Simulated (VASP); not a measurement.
**AlRu (rocksalt type): relaxation of cell and atoms with PBE**

The system is AlRu (rocksalt type).

```
Ru Al
1.0
     0.00000    2.36933    2.36933
     2.36933    0.00000    2.36933
     2.36933    2.36933    0.00000
Ru Al
1 1
Direct
  0.00000 0.00000 0.00000
  0.50000 0.50000 0.50000
```

```yaml
Program: VASP 6.6.1
Task: relaxation of cell and atoms
Functional: PBE
Potentials_or_basis: VASP PAW PBE potentials, release 64 (Ru_pv, Al)
Cutoff: 600 eV
k_mesh: 14 × 14 × 14
Occupations: fermi-dirac, width 0.1 eV
Spin: no spin polarisation
Target_pressure: 30 GPa
Dipole_correction: no
Further_INCAR_settings: ALGO = Normal; EDIFF = 1e-06; IBRION = 2; EDIFFG = -0.005; NSW = 32; ISIF = 3
```

The relaxed volume is 13.31 Å³/atom, the relaxed cell is a = 3.351 Å, b = 3.351 Å, c = 3.351 Å, α = 60.00°, β = 60.00°, γ = 60.00° and the space group after relaxing (to 0.1 Å) is Fm-3m (No. 225). The energy change on relaxing (the run minimises the enthalpy) is -1.5 meV/atom, the ionic steps are 3 and the pressure after relaxing is 30.0 GPa. The band gap on the k mesh is zero (an odd number of electrons rules out a gap without spin polarisation).

The path:
| step | energy change (eV) | largest force (eV/Å) | pressure (GPa) | volume (Å³) |
| --- | --- | --- | --- | --- |
| 1 | 0.0000 | 0.0000 | 30.16 | 26.60 |
| 2 | -0.0095 | 0.0000 | 29.65 | 26.65 |
| 3 | -0.0030 | 0.0000 | 30.01 | 26.62 |

Final structure:
```
CELL_PARAMETERS angstrom
0.00000 2.36980 2.36980
2.36980 0.00000 2.36980
2.36980 2.36980 0.00000
ATOMIC_POSITIONS crystal
Ru 0.00000 0.00000 0.00000
Al 0.50000 0.50000 0.50000
```

Levels at points of the mesh, in eV from the Fermi level:
```tsv
k point	band 5	band 6	band 7	band 8	band 9	band 10	band 11	band 12
(0.00, 0.00, 0.00)	-2.57	-2.57	-2.57	-2.12	-2.12	7.38	7.38	7.38
(0.50, 0.00, 0.00)	-4.73	-3.38	-3.38	-0.41	-0.41	1.68	7.69	8.45
(0.50, 0.50, 0.00)	-4.37	-2.80	-1.19	0.10	0.10	2.70	2.71	2.71
```

Run time: 99 s on 1 thread of Intel Xeon 8259CL, on a shared host, peak memory 0.2 GiB.

Caveat: the cell is relaxed towards a set pressure, so the run minimises the enthalpy, not the energy.
